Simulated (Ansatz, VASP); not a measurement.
**MgO in VASP and in Ansatz**

Contents of INCAR:

```
SYSTEM = MgO
ALGO = Normal ; EDIFF = 1E-6
ENCUT = 520 ; GGA = PS
ISIF = 2 ; ISMEAR = 0
LASPH = .TRUE. ; LCHARG = .FALSE.
LREAL = .FALSE. ; LWAVE = .FALSE.
NBANDS = 16 ; NELM = 80
PREC = Accurate ; SIGMA = 0.05
```

File KPOINTS:

```
k-points
0
G
  9 9 6
  0 0 0
```

The input POSCAR:

```
MgO
1.0
    3.4365000000      0.0000000000      0.0000000000
   -1.7182500000      2.9760963001      0.0000000000
    0.0000000000      0.0000000000      3.9850000000
Mg O
2 2
Direct
    0.6666666667      0.3333333333      0.7500000000
    0.3333333333      0.6666666667      0.2500000000
    0.6666666667      0.3333333333      0.2500000000
    0.3333333333      0.6666666667      0.7500000000
```

Input for Ansatz:

```yaml
crystal:
  lattice:
    - [3.4365, 0.0, 0.0]
    - [-1.71825, 2.9760963001, 0.0]
    - [0.0, 0.0, 3.985]
  atoms:
    - { symbol: Mg, position: [0.6666666667, 0.3333333333, 0.75] }
    - { symbol: Mg, position: [0.3333333333, 0.6666666667, 0.25] }
    - { symbol: O, position: [0.6666666667, 0.3333333333, 0.25] }
    - { symbol: O, position: [0.3333333333, 0.6666666667, 0.75] }
basis:
  ecutwfc: 520.0
kpoints:
  mp_grid: { grid: [9, 9, 6] }
hamiltonian:
  xc: pbesol
  pseudopotentials: { kind: paw, azcp: { folder: soft_1 } }
scf:
  occupations: { method: gaussian, width: 0.05 }
output:
  forces: true
  stress: true
  eigenvalues: true
```

Alike in both runs: task single point; functional PBEsol; k mesh 9 × 9 × 6; occupations gaussian, width 0.05 eV; no spin polarisation.

|  | VASP | Ansatz |
| --- | --- | --- |
| version | VASP 6.6.1 | Ansatz 0.2.0 |
| potentials or method | VASP PAW PBE potentials, release 64 (Mg, O), cutoff 520 eV | scalar-relativistic, plane waves, PAW |
| valence electrons in the cell | 16 | 32 |

|  | VASP | Ansatz | Ansatz less VASP |
| --- | --- | --- | --- |
| gap on the k mesh at the Fermi level (eV) | 3.72 | 3.73 | +0.008 |
| least direct gap on the mesh (eV) | 3.72 | 3.73 | +0.008 |
| pressure (GPa) | 13.6 | 13.8 | +0.24 |
| traceless stress, the component that is largest in VASP (GPa) | 7.27 | 7.27 | +0.005 |

VASP's potentials were made for PBE, not for PBEsol, and Ansatz warns of the same on its side. VASP's potentials hold 16 valence electrons a cell and Ansatz's 32, so a difference there can come from the potentials and not from the codes.
